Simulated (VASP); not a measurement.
# Lu3As2Pb3 (P6/mmm) in VASP: single point with PBE

Aim: the single point of Lu3As2Pb3 with PBE.

All numbers are computed with VASP 6.6.1; they aren't measurements. Logs are shortened: lines on timing, memory, paths and dates and some standing lists are left out, and cuts for length are marked.

### Step 1. The cell of the first run

The structure is hexagonal, space group P6/mmm (No. 191). The conventional cell has a = 5.387 Å, b = 5.387 Å, c = 12.253 Å, α = 90.00°, β = 90.00°, γ = 120.00°. Lu (site symmetry 6mm) has 1 Pb at 2.93 Å and 1 Lu at 3.19 Å within 3.9 Å. Lu (site symmetry 6/mmm) has 6 As at 3.11 Å and 2 Lu at 3.19 Å within 4.1 Å. As (site symmetry -6m2) has 3 Lu at 3.11 Å and 3 As at 3.11 Å within 4.1 Å. Within 4.1 Å of Pb (site symmetry -6m2) lie 6 Pb at 3.11 Å. Pb (site symmetry 6/mmm) has 2 Lu at 2.93 Å and 6 Pb at 3.11 Å within 3.9 Å.

### Step 2. Single point, PBE

INCAR reads:

```
ALGO     = Normal         # electronic algorithm
EDIFF    = 1E-7           # SCF threshold, eV
ENCUT    = 520            # plane-wave cutoff, eV
GGA      = PE             # functional
ISIF     = 2              # what is computed and relaxed
ISMEAR   = 0              # smearing method
LASPH    = T              # aspherical terms in the spheres
LCHARG   = T              # write CHGCAR
LELF     = T              # ELF
LREAL    = F              # projectors in reciprocal space
LVHAR    = T            
LWAVE    = F              # write WAVECAR
NBANDS   = 74             # bands
NELM     = 100            # most SCF steps
PREC     = Accurate       # precision mode
SIGMA    = 0.1            # smearing width, eV
```

KPOINTS reads:

```
k-points
0
Gamma
  9 9 4
```

POSCAR reads:

```
Lu3As2Pb3
1.0
    5.3868772934      0.0000000000      0.0000000000
   -2.6934386467      4.6651725832      0.0000000000
    0.0000000000      0.0000000000     12.2529522474
Lu As Pb
3 2 3
Direct
    0.0000000000      0.0000000000      0.2606119443
    0.0000000000      0.0000000000      0.7393880557
    0.0000000000      0.0000000000      0.0000000000
    0.3333333333      0.6666666667      0.0000000000
    0.6666666667      0.3333333333      0.0000000000
    0.3333333333      0.6666666667      0.5000000000
    0.6666666667      0.3333333333      0.5000000000
    0.0000000000      0.0000000000      0.5000000000
```

Potentials or basis: VASP PAW PBE potentials, release 64 (Lu, As, Pb_d).

On the command line:

```
$ cat potpaw_PBE.64/Lu/POTCAR potpaw_PBE.64/As/POTCAR potpaw_PBE.64/Pb_d/POTCAR > POTCAR
$ mpirun -np 1 vasp_std > vasp.out
```

OUTCAR:

```text
EDIFF = 1E-7
   ENCUT = 520
   GGA = PE
   ISIF = 2
   ISMEAR = 0
   LASPH = T
   LREAL = F
   NELM = 100
   PREC = Accurate

 ion  position               nearest neighbor table
   1  0.000  0.000  0.261-   8 2.93   3 3.19
   2  0.000  0.000  0.739-   8 2.93   3 3.19
   3  0.000  0.000  0.000-   4 3.11   5 3.11   5 3.11   4 3.11   5 3.11   4 3.11   1 3.19   2 3.19

   4  0.333  0.667  0.000-   3 3.11   3 3.11   3 3.11
   5  0.667  0.333  0.000-   3 3.11   3 3.11   3 3.11
   6  0.333  0.667  0.500-   8 3.11   7 3.11   7 3.11   8 3.11   8 3.11   7 3.11
   7  0.667  0.333  0.500-   6 3.11   8 3.11   6 3.11   8 3.11   8 3.11   6 3.11
   8  0.000  0.000  0.500-   1 2.93   2 2.93   6 3.11   7 3.11   7 3.11   6 3.11   7 3.11   6 3.11

  LATTYP: Found a hexagonal cell.
 ALAT       =     5.3868772934
 C/A-ratio  =     2.2745927891

  Lattice vectors:

 A1 = (   5.3868772934,   0.0000000000,   0.0000000000)
 A2 = (  -2.6934386467,   4.6651725832,   0.0000000000)
 A3 = (   0.0000000000,   0.0000000000,  12.2529522474)

Analysis of symmetry for initial positions (statically):
=====================================================================
 Subroutine PRICEL returns:
 Original cell was already a primitive cell.

 Routine SETGRP: Setting up the symmetry group for a
 hexagonal supercell.

 Subroutine GETGRP returns: Found 24 space group operations
 (whereof 24 operations were pure point group operations)
 out of a pool of 24 trial point group operations.

The static configuration has the point symmetry D_6h.

Analysis of symmetry for dynamics (positions and initial velocities):
=====================================================================
 Subroutine PRICEL returns:
 Original cell was already a primitive cell.

 Routine SETGRP: Setting up the symmetry group for a
 hexagonal supercell.

 Subroutine GETGRP returns: Found 24 space group operations
 (whereof 24 operations were pure point group operations)
 out of a pool of 24 trial point group operations.

The dynamic configuration has the point symmetry D_6h.

 Subroutine INISYM returns: Found 24 space group operations
 (whereof 24 operations are pure point group operations),
 and found     1 'primitive' translations

----------------------------------------------------------------------------------------

                                     Primitive cell

  volume of cell :     307.9254

  direct lattice vectors                    reciprocal lattice vectors
     5.386877293  0.000000000  0.000000000     0.185636306  0.107177171  0.000000000
    -2.693438647  4.665172583  0.000000000     0.000000000  0.214354342  0.000000000
     0.000000000  0.000000000 12.252952247     0.000000000  0.000000000  0.081612984

  length of vectors
     5.386877293  5.386877293 12.252952247     0.214354342  0.214354342  0.081612984

  position of ions in fractional coordinates (direct lattice)
     0.000000000  0.000000000  0.260611944
     0.000000000  0.000000000  0.739388056
     0.000000000  0.000000000  0.000000000
     0.333333333  0.666666667  0.000000000
     0.666666667  0.333333333  0.000000000
     0.333333333  0.666666667  0.500000000
     0.666666667  0.333333333  0.500000000
     0.000000000  0.000000000  0.500000000

  ion indices of the primitive-cell ions
   primitive index   ion index
                 1           1
                 2           2
                 3           3
                 4           4
                 5           5
                 6           6
                 7           7
                 8           8

----------------------------------------------------------------------------------------

 KPOINTS: k-points

Automatic generation of k-mesh.
 Grid dimensions read from file:
 generate k-points for:    9    9    4

 Generating k-lattice:

  Cartesian coordinates                     Fractional coordinates (reciprocal lattice)
     0.020626256  0.011908575  0.000000000     0.111111111 -0.000000000  0.000000000
     0.000000000  0.023817149  0.000000000     0.000000000  0.111111111  0.000000000
     0.000000000  0.000000000  0.020403246     0.000000000  0.000000000  0.250000000

  Length of vectors
     0.023817149  0.023817149  0.020403246

  Shift w.r.t. Gamma in fractional coordinates (k-lattice)
     0.000000000  0.000000000  0.000000000

 Subroutine IBZKPT returns following result:
 ===========================================

 Found     36 irreducible k-points:

 Following reciprocal coordinates:
            Coordinates               Weight
  0.000000  0.000000  0.000000      1.000000
  0.111111  0.000000  0.000000      6.000000
  0.222222  0.000000  0.000000      6.000000
  0.333333  0.000000  0.000000      6.000000
  0.444444  0.000000  0.000000      6.000000
  0.111111  0.111111  0.000000      6.000000
[... 16 lines left out ...]
  0.333333  0.222222  0.250000     24.000000
  0.333333  0.333333  0.250000      4.000000
 [... further k-points ...]
   k-points           NKPTS =     36   k-points in BZ     NKDIM =     36   number of bands    NBANDS=     74
   number of dos      NEDOS =    301   number of ions     NIONS =      8
   total plane-waves  NPLWV = 153600
   dimension x,y,z NGX =    40 NGY =   40 NGZ =   96
   dimension x,y,z NGXF=    80 NGYF=   80 NGZF=  192
   ions per type =               3   2   3
   NGX,Y,Z   is equivalent  to a cutoff of  12.34, 12.34, 13.03 a.u.
   NGXF,Y,Z  is equivalent  to a cutoff of  24.69, 24.69, 26.05 a.u.
 SYSTEM =  unknown system
   PREC   = accura    normal or accurate (medium, high low for compatibility)
   ISTART =      0    job   : 0-new  1-cont  2-samecut
   ICHARG =      2    charge: 1-file 2-atom 10-const
   ISPIN  =      1    spin polarized calculation?
   LNONCOLLINEAR =      F non collinear calculations
   LSORBIT =      F    spin-orbit coupling
   LASPH  =      T    aspherical Exc in radial PAW
   ENCUT  =  520.0 eV  38.22 Ry    6.18 a.u.  10.02 10.02 22.78*2*pi/ulx,y,z
   NELM   =    100;   NELMIN=  2; NELMDL= -5     # of ELM steps
   EDIFF  = 0.1E-06   stopping-criterion for ELM
   LREAL  =      F    real-space projection
   EDIFFG = 0.1E-05   stopping-criterion for IOM
   NSW    =      0    number of steps for IOM
   IBRION =     -1    ionic relax: 0-MD 1-quasi-New 2-CG
   NFREE  =      0    steps in history (QN), initial steepest desc. (CG)
   ISIF   =      2    stress and relaxation
   ISYM   =      2    0-nonsym 1-usesym 2-fastsym
   POTIM  = 0.5000    time-step for ionic-motion
   TEBEG  =    0.0;   TEEND  =   0.0 temperature during run
   PSTRESS=    0.0 pullay stress
   NELECT =     127.0000    total number of electrons
   NUPDOWN=      -1.0000    fix difference up-down
   EMIN   =  10.00;   EMAX   =-10.00  energy-range for DOS
   EFERMI =   0.00;   METHOD = LEGACY
   ISMEAR =     0;   SIGMA  =   0.10  broadening in eV -4-tet -1-fermi 0-gaus
   EFERMI_NEDOS =   21; number of points for ismear=-14 and -15
   IALGO  =     38    algorithm
   IMIX   =      4    mixing-type and parameters
     AMIX     =   0.40;   BMIX     =  1.00
     AMIX_MAG =   1.60;   BMIX_MAG =  1.00
  volume/ion in A,a.u.               =      38.49       259.75
  Fermi-wavevector in a.u.,A,eV,Ry     =   1.218599  2.302819 20.204434  1.484984
  Thomas-Fermi vector in A             =   2.353880
   LORBIT       =      0    0 simple, 1 ext, 2 COOP (PROOUT), +10 PAW based schemes
   GGA     = PE    functional components
   LHFCALC =     F    Hartree Fock is set to
   AEXX    =    0.0000 exact exchange contribution
   IVDW    =     0    specifies the selected vdW correction
   LEPSILON=     F    determine dielectric tensor
   LRPA    =     F    only Hartree local field effects (RPA)
 non-spin polarized calculation
 Gauss-broadening in eV      SIGMA  =   0.10
  energy-cutoff  :      520.00
  volume of cell :      307.93
 maximum number of plane-waves:      8352
   NGX = 21   NGY = 21   NGZ = 45

 number of electron     127.0000013 magnetization

 Free energy of the ion-electron system (eV)
  ---------------------------------------------------
  ext. energy  EPLUGINS =         0.00000000
  ---------------------------------------------------
  free energy    TOTEN  =       -28.44422260 eV

  energy without entropy =      -28.41445192  energy(sigma->0) =      -28.42933726

 E-fermi :   2.6702     XC(G=0):  -8.6416

 val. band max:        2.6385195800   @ k =   0.1111   0.0000   0.0000
 cond. band min:       2.6710613253   @ k =   0.3333   0.1111   0.0000
 fundamental gap:      0.0325417453
 Fermi energy:         2.6701556514

 k-point     1 :       0.0000    0.0000    0.0000
  band No.  band energies     occupation
      1     -55.4896      2.00000
      2     -55.4895      2.00000
      3     -53.8946      2.00000
      4     -26.1583      2.00000
      5     -26.1583      2.00000
      6     -26.1583      2.00000
[... 66 lines left out ...]
     73       4.2255      0.00000
     74       4.2257      0.00000

 k-point     2 :       0.1111    0.0000    0.0000
  band No.  band energies     occupation
      1     -55.4896      2.00000
      2     -55.4895      2.00000
      3     -53.8946      2.00000
      4     -26.1584      2.00000
      5     -26.1584      2.00000
      6     -26.1583      2.00000
[... 66 lines left out ...]
     73       4.1983      0.00000
     74       4.2894      0.00000

 k-point     3 :       0.2222    0.0000    0.0000
  band No.  band energies     occupation
      1     -55.4896      2.00000
      2     -55.4895      2.00000
      3     -53.8946      2.00000
      4     -26.1588      2.00000
      5     -26.1588      2.00000
      6     -26.1584      2.00000
[... 1606 lines left out ...]
     73       4.5169      0.00000
     74       4.5829      0.00000

 k-point    24 :       0.3333    0.3333    0.2500
  band No.  band energies     occupation
      1     -55.4896      2.00000
      2     -55.4895      2.00000
      3     -53.8946      2.00000
      4     -26.1592      2.00000
      5     -26.1592      2.00000
      6     -26.1590      2.00000
[... 66 lines left out ...]
     73       4.5354      0.00000
     74       4.5603      0.00000

 [... further k-points ...]
[... 5 lines left out ...]
  --------------------------------------------------------------------------------------
  -------------------------------------------------------------------------------------
  Total       -0.0089242     -0.0089242     -0.0267306      0.0000000      0.0000000      0.0000000
  in kB       -0.0464340     -0.0464340     -0.1390829      0.0000000      0.0000000      0.0000000
  external PRESSURE =      -0.0773169 kB  Pullay stress =       0.0000000 kB

 VOLUME and BASIS-vectors are now :
 -----------------------------------------------------------------------------
  energy-cutoff  :      520.00
  volume of cell :      307.93
      direct lattice vectors                 reciprocal lattice vectors
     5.386877293  0.000000000  0.000000000     0.185636306  0.107177171  0.000000000
    -2.693438647  4.665172583  0.000000000     0.000000000  0.214354342  0.000000000
     0.000000000  0.000000000 12.252952247     0.000000000  0.000000000  0.081612984

 POSITION                                       TOTAL-FORCE (eV/Angst)
 -----------------------------------------------------------------------------------
      0.00000      0.00000      3.19327        -0.000000     -0.000000     -0.005375
      0.00000      0.00000      9.05969         0.000000      0.000000      0.005375
      0.00000      0.00000      0.00000        -0.000000      0.000000      0.000000
     -0.00000      3.11012      0.00000         0.000000      0.000000      0.000000
      2.69344      1.55506      0.00000        -0.000000     -0.000000      0.000000
     -0.00000      3.11012      6.12648         0.000000     -0.000000      0.000000
      2.69344      1.55506      6.12648        -0.000000      0.000000      0.000000
      0.00000      0.00000      6.12648        -0.000000      0.000000      0.000000
 -----------------------------------------------------------------------------------
    total drift:                                0.000000     -0.000000      0.000000

  FREE ENERGIE OF THE ION-ELECTRON SYSTEM (eV)
  ---------------------------------------------------
  free  energy   TOTEN  =       -28.4442226022 eV

  energy  without entropy=      -28.4144519206  energy(sigma->0) =      -28.42933726
```

It took 36 min on 1 thread of AMD EPYC 7R13 (Zen 3), shared host; peak memory 0.81 GiB.

Results:

| Quantity | Value |
| --- | --- |
| Free energy | -28.4442 eV |
| Pressure | 0.0 GPa |
| Largest force | 0.005 eV/Å |

Forces in eV/Å, atoms in the order of the input:
```
Lu   0.000  0.000 -0.005
Lu   0.000  0.000  0.005
Lu   0.000  0.000  0.000
As   0.000  0.000  0.000
As   0.000  0.000  0.000
Pb   0.000  0.000  0.000
Pb   0.000  0.000  0.000
Pb   0.000  0.000  0.000
```

Caveat: spin-orbit coupling is left out, which moves the levels of the heavy elements.
